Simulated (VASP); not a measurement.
Input of a VASP 6.6.1 run:

The input INCAR:

```
ALGO     = Normal         # electronic algorithm
EDIFF    = 1E-6           # SCF threshold, eV
ENCUT    = 500            # plane-wave cutoff, eV
GGA_COMPAT= False        
ISIF     = 2              # what is computed and relaxed
ISMEAR   = 0              # smearing method
LASPH    = True           # aspherical terms in the spheres
LCHARG   = False          # write CHGCAR
LREAL    = False          # projectors in reciprocal space
LWAVE    = False          # write WAVECAR
NBANDS   = 21             # bands
NELM     = 120            # most SCF steps
PREC     = Accurate       # precision mode
SIGMA    = 0.15           # smearing width, eV
```

Contents of KPOINTS:

```
k-points
0
Gamma
  16 16 12
```

The input POSCAR:

```
W
1.0
    0.0000000000     -1.9864787844     -1.9864787844
    0.0000000000      1.9864787844     -1.9864787844
    3.9729575688      0.0000000000      0.0000000000
W
2
Direct
    0.5203374938      0.4796625062      0.4863074299
   -0.0203374938      0.0203374938      0.0136925701
```

Potentials or basis: VASP PAW LDA potentials, release 64 (W_sv).

Run with:

```console
$ cat potpaw_LDA.64/W_sv/POTCAR > POTCAR
$ mpirun -np 1 vasp_std > vasp.out
```

(1) What does it give for the band gap on the k mesh?

(2) What does it give for the pressure?

(3) What does it give for the largest force?

Answers

(1) zero (bands 14 and 15 overlap by 3.98 eV).

(2) 4.9 GPa.

(3) 1.648 eV/Å.

Caveat: the cell differs from its parent crystal (atoms displaced along a vibrational mode); the cell stands under pressure; spin-orbit coupling is left out, which moves the levels of the heavy elements; forces of over 1 eV/Å act on the atoms, so gaps and moduli don't describe the material at rest.
